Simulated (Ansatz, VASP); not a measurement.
## NbRh: VASP beside Ansatz

```xyz
2
Lattice="2.8277 0.0000 0.0000 0.0000 2.8277 0.0000 0.0000 0.0000 3.8338" Properties=species:S:1:pos:R:3 pbc="T T T"
Nb    0.0000    0.0000    0.0000
Rh    1.4139    1.4139    1.9169
```

Alike in both runs: task single point; functional PBEsol; k mesh 14 × 14 × 11; occupations fermi-dirac, width 0.05 eV; no spin polarisation.

|  | VASP | Ansatz |
| --- | --- | --- |
| version | VASP 6.6.1 | Ansatz 0.2.0 |
| potentials or method | VASP PAW PBE potentials, release 64 (Nb_sv, Rh_pv), cutoff 520 eV | all-electron LAPW, scalar-relativistic |

|  | VASP | Ansatz | Ansatz less VASP |
| --- | --- | --- | --- |
| pressure (GPa) | -0.3 | 0.0 | +0.29 |

VASP's potentials were made for PBE, not for PBEsol. Ansatz ran all-electron here, and VASP with PAW potentials.
